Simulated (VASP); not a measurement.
# Cr (Im-3m) in VASP: a series of runs

The runs below take Cr through single point, relaxation of cell and atoms, with RPBE.

Everything below comes from runs of VASP 6.6.1. Logs are shortened: lines on timing, memory, paths and dates and some standing lists are left out, and cuts for length are marked.

### Step 1. The cell of the first run

The structure is cubic, space group Im-3m (No. 229). Conventional cell: a = 2.868 Å, b = 2.868 Å, c = 2.868 Å, α = 90.00°, β = 90.00°, γ = 90.00°. Cr (site symmetry m-3m) has 14 Cr at 2.48 to 2.87 Å within 3.3 Å.

### Step 2. Single point, RPBE

INCAR

```
SYSTEM = Cr
PREC     = Accurate       ! precision mode
ENCUT    = 520            ! plane-wave cutoff, eV
EDIFF    = 1E-6           ! SCF threshold, eV
ISMEAR   = -1             ! smearing method
SIGMA    = 0.1            ! smearing width, eV
LREAL    = .False.        ! projectors in reciprocal space
LASPH    = .True.         ! aspherical terms in the spheres
NELM     = 80             ! most SCF steps
ALGO     = Normal         ! electronic algorithm
ISIF     = 2              ! what is computed and relaxed
LWAVE    = .False.        ! write WAVECAR
LCHARG   = .False.        ! write CHGCAR
GGA      = RP             ! functional
NBANDS   = 12             ! bands
```

KPOINTS

```
regular mesh
0
Gamma
  15 15 15
  0 0 0
```

POSCAR

```
Cr
1.0
   -1.4341531874      1.4341531874      1.4341531874
    1.4341531874     -1.4341531874      1.4341531874
    1.4341531874      1.4341531874     -1.4341531874
Cr
1
Direct
    0.0000000000      0.0000000000      0.0000000000
```

Potentials or basis: VASP PAW PBE potentials, release 64 (Cr_pv).

Run with:

```
$ cat potpaw_PBE.64/Cr_pv/POTCAR > POTCAR
$ mpirun -np 1 vasp_std > vasp.out
```

OUTCAR:

```text
SYSTEM = Cr
   PREC = Accurate
   ENCUT = 520
   EDIFF = 1E-6
   ISMEAR = -1
   LREAL = .False.
   LASPH = .True.
   NELM = 80
   ISIF = 2
   GGA = RP

 ion  position               nearest neighbor table
   1  0.000  0.000  0.000-

  LATTYP: Found a body centered cubic cell.
 ALAT       =     2.8683063748

  Lattice vectors:

 A1 = (  -1.4341531874,   1.4341531874,   1.4341531874)
 A2 = (   1.4341531874,  -1.4341531874,   1.4341531874)
 A3 = (   1.4341531874,   1.4341531874,  -1.4341531874)

Analysis of symmetry for initial positions (statically):
=====================================================================
 Subroutine PRICEL returns:
 Original cell was already a primitive cell.

 Routine SETGRP: Setting up the symmetry group for a
 body centered cubic supercell.

 Subroutine GETGRP returns: Found 48 space group operations
[... 9 lines left out ...]

 Routine SETGRP: Setting up the symmetry group for a
 body centered cubic supercell.

 Subroutine GETGRP returns: Found 48 space group operations
[... 11 lines left out ...]
                                     Primitive cell

  volume of cell :      11.7990

  direct lattice vectors                    reciprocal lattice vectors
    -1.434153187  1.434153187  1.434153187     0.000000000  0.348637792  0.348637792
     1.434153187 -1.434153187  1.434153187     0.348637792  0.000000000  0.348637792
     1.434153187  1.434153187 -1.434153187     0.348637792  0.348637792  0.000000000

  length of vectors
     2.484026186  2.484026186  2.484026186     0.493048293  0.493048293  0.493048293

  position of ions in fractional coordinates (direct lattice)
     0.000000000  0.000000000  0.000000000

  ion indices of the primitive-cell ions
   primitive index   ion index
                 1           1

----------------------------------------------------------------------------------------

 KPOINTS: regular mesh

Automatic generation of k-mesh.
 Grid dimensions read from file:
 generate k-points for:   15   15   15

 Generating k-lattice:

  Cartesian coordinates                     Fractional coordinates (reciprocal lattice)
     0.000000000  0.023242519  0.023242519     0.066666667  0.000000000  0.000000000
     0.023242519  0.000000000  0.023242519     0.000000000  0.066666667  0.000000000
     0.023242519  0.023242519  0.000000000     0.000000000  0.000000000  0.066666667

  Length of vectors
     0.032869886  0.032869886  0.032869886

  Shift w.r.t. Gamma in fractional coordinates (k-lattice)
     0.000000000  0.000000000  0.000000000

 Subroutine IBZKPT returns following result:
 ===========================================

 Found    120 irreducible k-points:

 Following reciprocal coordinates:
            Coordinates               Weight
  0.000000  0.000000  0.000000      1.000000
  0.066667  0.000000  0.000000     12.000000
  0.133333  0.000000  0.000000     12.000000
  0.200000  0.000000  0.000000     12.000000
  0.266667  0.000000  0.000000     12.000000
  0.333333  0.000000  0.000000     12.000000
[... 16 lines left out ...]
  0.333333  0.200000  0.000000     48.000000
  0.400000  0.200000  0.000000     24.000000
 [... further k-points ...]
   k-points           NKPTS =    120   k-points in BZ     NKDIM =    120   number of bands    NBANDS=     12
   number of dos      NEDOS =    301   number of ions     NIONS =      1
   total plane-waves  NPLWV =   5832
   dimension x,y,z NGX =    18 NGY =   18 NGZ =   18
   dimension x,y,z NGXF=    36 NGYF=   36 NGZF=   36
   ions per type =               1
   NGX,Y,Z   is equivalent  to a cutoff of  12.05, 12.05, 12.05 a.u.
   NGXF,Y,Z  is equivalent  to a cutoff of  24.09, 24.09, 24.09 a.u.
 SYSTEM =  Cr
   PREC   = accura    normal or accurate (medium, high low for compatibility)
   ISTART =      0    job   : 0-new  1-cont  2-samecut
   ICHARG =      2    charge: 1-file 2-atom 10-const
   ISPIN  =      1    spin polarized calculation?
   LNONCOLLINEAR =      F non collinear calculations
   LSORBIT =      F    spin-orbit coupling
   LASPH  =      T    aspherical Exc in radial PAW
   ENCUT  =  520.0 eV  38.22 Ry    6.18 a.u.   4.62  4.62  4.62*2*pi/ulx,y,z
   NELM   =     80;   NELMIN=  2; NELMDL= -5     # of ELM steps
   EDIFF  = 0.1E-05   stopping-criterion for ELM
   LREAL  =      F    real-space projection
   EDIFFG = 0.1E-04   stopping-criterion for IOM
   NSW    =      0    number of steps for IOM
   IBRION =     -1    ionic relax: 0-MD 1-quasi-New 2-CG
   NFREE  =      0    steps in history (QN), initial steepest desc. (CG)
   ISIF   =      2    stress and relaxation
   ISYM   =      2    0-nonsym 1-usesym 2-fastsym
   POTIM  = 0.5000    time-step for ionic-motion
   TEBEG  =    0.0;   TEEND  =   0.0 temperature during run
   PSTRESS=    0.0 pullay stress
   NELECT =      12.0000    total number of electrons
   NUPDOWN=      -1.0000    fix difference up-down
   EMIN   =  10.00;   EMAX   =-10.00  energy-range for DOS
   EFERMI =   0.00;   METHOD = LEGACY
   ISMEAR =    -1;   SIGMA  =   0.10  broadening in eV -4-tet -1-fermi 0-gaus
   EFERMI_NEDOS =   21; number of points for ismear=-14 and -15
   IALGO  =     38    algorithm
   IMIX   =      4    mixing-type and parameters
     AMIX     =   0.40;   BMIX     =  1.00
     AMIX_MAG =   1.60;   BMIX_MAG =  1.00
  volume/ion in A,a.u.               =      11.80        79.62
  Fermi-wavevector in a.u.,A,eV,Ry     =   1.646341  3.111133 36.877742  2.710438
  Thomas-Fermi vector in A             =   2.735985
   LORBIT       =      0    0 simple, 1 ext, 2 COOP (PROOUT), +10 PAW based schemes
   GGA     = RP    functional components
   LHFCALC =     F    Hartree Fock is set to
   AEXX    =    0.0000 exact exchange contribution
   IVDW    =     0    specifies the selected vdW correction
   LEPSILON=     F    determine dielectric tensor
   LRPA    =     F    only Hartree local field effects (RPA)
 non-spin polarized calculation
  energy-cutoff  :      520.00
  volume of cell :       11.80
 maximum number of plane-waves:       329
   NGX =  9   NGY =  9   NGZ =  9

 number of electron      11.9999983 magnetization

 Free energy of the ion-electron system (eV)
  ---------------------------------------------------
  ext. energy  EPLUGINS =         0.00000000
  ---------------------------------------------------
  free energy    TOTEN  =        -8.99651389 eV

  energy without entropy =       -8.96800093  energy(sigma->0) =       -8.98225741

 E-fermi :  10.7776     XC(G=0): -13.4339

 val. band max:       10.7700664433   @ k =  -0.3333   0.4000   0.2667
 cond. band min:      10.7900578286   @ k =   0.4000   0.0667   0.0667
 fundamental gap:      0.0199913852
 Fermi energy:        10.7776173756

 k-point     1 :       0.0000    0.0000    0.0000
  band No.  band energies     occupation
      1     -32.0329      2.00000
      2     -32.0329      2.00000
      3     -32.0329      2.00000
      4       2.9968      2.00000
      5       9.9074      1.99967
      6       9.9074      1.99967
      7       9.9074      1.99967
      8      11.9201      0.00002
      9      11.9201      0.00002
     10      17.9400      0.00000
     11      32.9014      0.00000
     12      32.9014      0.00000

 k-point     2 :       0.0667    0.0000    0.0000
  band No.  band energies     occupation
      1     -32.0713      2.00000
      2     -32.0447      2.00000
      3     -32.0331      2.00000
      4       3.1881      2.00000
      5       9.8344      1.99984
      6       9.8948      1.99971
      7      10.0354      1.99880
      8      11.8392      0.00005
      9      11.9253      0.00002
     10      17.9400      0.00000
     11      32.4211      0.00000
     12      32.8350      0.00000

 k-point     3 :       0.1333    0.0000    0.0000
  band No.  band energies     occupation
      1     -32.1790      2.00000
      2     -32.0780      2.00000
      3     -32.0337      2.00000
      4       3.7388      2.00000
      5       9.6327      1.99998
      6       9.8294      1.99985
      7      10.4071      1.95197
      8      11.6710      0.00026
      9      11.9440      0.00002
     10      17.9398      0.00000
     11      31.0894      0.00000
     12      32.4412      0.00000

 k-point     4 :       0.2000    0.0000    0.0000
  band No.  band energies     occupation
      1     -32.3354      2.00000
      2     -32.1269      2.00000
      3     -32.0346      2.00000
      4       4.5696      2.00000
      5       9.3472      2.00000
      6       9.6833      1.99996
      7      10.9849      0.22363
      8      11.5737      0.00070
      9      11.9826      0.00001
     10      17.9393      0.00000
     11      29.0980      0.00000
     12      31.5014      0.00000

 k-point     5 :       0.2667    0.0000    0.0000
  band No.  band energies     occupation
      1     -32.5120      2.00000
      2     -32.1826      2.00000
      3     -32.0357      2.00000
      4       5.4986      2.00000
      5       9.0347      2.00000
      6       9.5964      1.99999
      7      11.6195      0.00044
      8      11.7012      0.00020
      9      12.0441      0.00001
     10      17.9383      0.00000
     11      26.7150      0.00000
     12      30.2696      0.00000

 k-point     6 :       0.3333    0.0000    0.0000
  band No.  band energies     occupation
      1     -32.6778      2.00000
      2     -32.2356      2.00000
      3     -32.0368      2.00000
      4       6.1910      2.00000
      5       8.7497      2.00000
      6       9.9243      1.99961
      7      11.7517      0.00012
      8      12.1210      0.00000
      9      12.4532      0.00000
     10      17.9363      0.00000
     11      24.2615      0.00000
     12      29.1099      0.00000

 k-point     7 :       0.4000    0.0000    0.0000
  band No.  band energies     occupation
      1     -32.8054      2.00000
      2     -32.2767      2.00000
      3     -32.0376      2.00000
      4       6.4419      2.00000
      5       8.5355      2.00000
      6      10.7922      0.92715
      7      11.8857      0.00003
      8      12.1947      0.00000
      9      13.1000      0.00000
     10      17.9322      0.00000
     11      22.0803      0.00000
     12      28.2401      0.00000

 k-point     8 :       0.4667    0.0000    0.0000
  band No.  band energies     occupation
      1     -32.8746      2.00000
      2     -32.2991      2.00000
      3     -32.0381      2.00000
      4       6.4660      2.00000
      5       8.4212      2.00000
      6      11.6508      0.00032
      7      11.9405      0.00002
      8      12.2404      0.00000
      9      13.4819      0.00000
     10      17.9253      0.00000
     11      20.6693      0.00000
     12      27.7776      0.00000
[... 166 lines left out ...]
 k-point    20 :       0.4000    0.1333    0.0000
  band No.  band energies     occupation
      1     -32.8281      2.00000
      2     -32.3460      2.00000
      3     -32.0862      2.00000
      4       6.8873      2.00000
      5       8.4819      2.00000
      6      10.3116      1.98125
      7      11.8389      0.00005
      8      12.5416      0.00000
      9      14.9208      0.00000
     10      17.9253      0.00000
     11      20.6652      0.00000
     12      26.3743      0.00000

 k-point    21 :       0.2000    0.2000    0.0000
  band No.  band energies     occupation
      1     -32.6472      2.00000
      2     -32.2601      2.00000
      3     -32.0990      2.00000
      4       6.7510      2.00000
      5       8.7475      2.00000
      6       9.1023      2.00000
      7      11.4924      0.00157
      8      12.2852      0.00000
      9      13.2824      0.00000
     10      17.9369      0.00000
     11      25.6138      0.00000
     12      26.4054      0.00000

 k-point    22 :       0.2667    0.2000   -0.0000
  band No.  band energies     occupation
      1     -32.7210      2.00000
      2     -32.3370      2.00000
      3     -32.1103      2.00000
      4       7.2528      2.00000
      5       8.5590      2.00000
      6       9.2324      2.00000
      7      11.6423      0.00035
      8      12.3610      0.00000
      9      14.4330      0.00000
     10      17.9348      0.00000
     11      23.4900      0.00000
     12      25.2598      0.00000

 k-point    23 :       0.3333    0.2000    0.0000
  band No.  band energies     occupation
      1     -32.7639      2.00000
      2     -32.3980      2.00000
      3     -32.1157      2.00000
      4       7.3456      2.00000
      5       8.5086      2.00000
      6       9.5265      1.99999
      7      11.8028      0.00007
      8      12.4340      0.00000
      9      15.6423      0.00000
     10      17.9302      0.00000
     11      21.4073      0.00000
     12      24.6588      0.00000

 k-point    24 :       0.4000    0.2000    0.0000
  band No.  band energies     occupation
      1     -32.7775      2.00000
      2     -32.4213      2.00000
      3     -32.1173      2.00000
      4       7.3308      2.00000
      5       8.4991      2.00000
      6       9.6725      1.99997
      7      11.8629      0.00004
      8      12.4814      0.00000
      9      16.3375      0.00000
     10      17.9230      0.00000
     11      20.3937      0.00000
     12      24.4482      0.00000

 [... further k-points ...]
[... 5 lines left out ...]
  --------------------------------------------------------------------------------------
  -------------------------------------------------------------------------------------
  Total       -0.0301523     -0.0301523     -0.0301523      0.0000000      0.0000000     -0.0000000
  in kB       -4.0943448     -4.0943448     -4.0943448      0.0000000      0.0000000     -0.0000000
  external PRESSURE =      -4.0943448 kB  Pullay stress =       0.0000000 kB

 VOLUME and BASIS-vectors are now :
 -----------------------------------------------------------------------------
  energy-cutoff  :      520.00
  volume of cell :       11.80
      direct lattice vectors                 reciprocal lattice vectors
    -1.434153187  1.434153187  1.434153187     0.000000000  0.348637792  0.348637792
     1.434153187 -1.434153187  1.434153187     0.348637792  0.000000000  0.348637792
     1.434153187  1.434153187 -1.434153187     0.348637792  0.348637792  0.000000000

 POSITION                                       TOTAL-FORCE (eV/Angst)
 -----------------------------------------------------------------------------------
      0.00000      0.00000      0.00000        -0.000000      0.000000     -0.000000
 -----------------------------------------------------------------------------------
    total drift:                                0.000000      0.000000      0.000000

  FREE ENERGIE OF THE ION-ELECTRON SYSTEM (eV)
  ---------------------------------------------------
  free  energy   TOTEN  =        -8.9965138941 eV

  energy  without entropy=       -8.9680009268  energy(sigma->0) =       -8.98225741
```

Wall time 8.1 s (1 thread of Intel Xeon 6975P-C (Granite Rapids), shared host); peak memory 0.12 GiB.

Results:

* Free energy: -8.9965 eV
* Pressure: -0.4 GPa
* Band gap on the k mesh: zero (band 6 reaches 13.03 eV, above the bottom of band 7 at 9.91 eV)

Levels at points of the mesh, in eV from the Fermi level:
| k point | band 2 | band 3 | band 4 | band 5 | band 6 | band 7 | band 8 | band 9 | band 10 | band 11 |
| --- | --- | --- | --- | --- | --- | --- | --- | --- | --- | --- |
| (0.00, 0.00, 0.00) | -42.81 | -42.81 | -7.78 | -0.87 | -0.87 | -0.87 | 1.14 | 1.14 | 7.16 | 22.12 |

Caveat: the PAW data sets were made with another functional, which shifts forces and pressure a little; the run has no spin polarisation, though such a crystal can be magnetic.

### Step 3. Relaxation of cell and atoms, RPBE

This run uses another cell than the first one, of 11.99 Å³/atom, 1.016 times its volume.

INCAR

```
SYSTEM = Cr
PREC = Accurate ; ENCUT = 600
EDIFF = 1E-7 ; ISMEAR = -1
SIGMA = 0.1 ; LREAL = .False.
LASPH = .True. ; NELM = 80
ALGO = Normal ; ISIF = 3
LWAVE = .False. ; LCHARG = .False.
GGA = RP ; IBRION = 2
NSW = 80 ; EDIFFG = -0.01
```

KPOINTS is that of step 2.

POSCAR

```
Cr
1.0
   -1.4419500000      1.4419500000      1.4419500000
    1.4419500000     -1.4419500000      1.4419500000
    1.4419500000      1.4419500000     -1.4419500000
Cr
1
Direct
    0.0000000000      0.0000000000      0.0000000000
```

Potentials or basis: VASP PAW PBE potentials, release 64 (Cr_pv).

Run with:

```
$ cat potpaw_PBE.64/Cr_pv/POTCAR > POTCAR
$ mpirun -np 1 vasp_std > vasp.out
```

Wall time 22 s (1 thread of Intel Xeon 6975P-C (Granite Rapids), shared host); peak memory 0.14 GiB.

The run converged. Its results:

```
Free energy                            : -8.9964 eV
Relaxed volume                         : 11.78 Å³/atom
Relaxed cell                           : a = 2.483 Å, b = 2.483 Å, c = 2.483 Å, α = 109.47°, β = 109.47°, γ = 109.47°
Space group after relaxing (to 0.05 Å) : Im-3m (No. 229)
Energy gained by relaxing              : 2.9 meV/atom
Ionic steps                            : 3
Pressure after relaxing                : 0.0 GPa
Band gap on the k mesh                 : zero (band 6 reaches 13.06 eV, above the bottom of band 7 at 9.93 eV)
```

The path:
```
step  energy change (eV)  largest force (eV/Å)  pressure (GPa)  volume (Å³)
   1              0.0000                0.0000           -4.21        11.99
   2              0.0041                0.0000            7.05        11.45
   3             -0.0029                0.0000           -0.03        11.78
```

Final structure:
```xyz
1
Lattice="-1.4333 1.4333 1.4333 1.4333 -1.4333 1.4333 1.4333 1.4333 -1.4333" Properties=species:S:1:pos:R:3 pbc="T T T"
Cr    0.0000    0.0000    0.0000
```

Levels at points of the mesh, in eV from the Fermi level:
```
           k point  band 2  band 3  band 4  band 5  band 6  band 7  band 8  band 9  band 10
(0.00, 0.00, 0.00)  -42.81  -42.81   -7.79   -0.87   -0.87   -0.87    1.14    1.14     7.16
```

Caveat: the PAW data sets were made with another functional, which shifts forces and pressure a little; the run has no spin polarisation, though such a crystal can be magnetic.
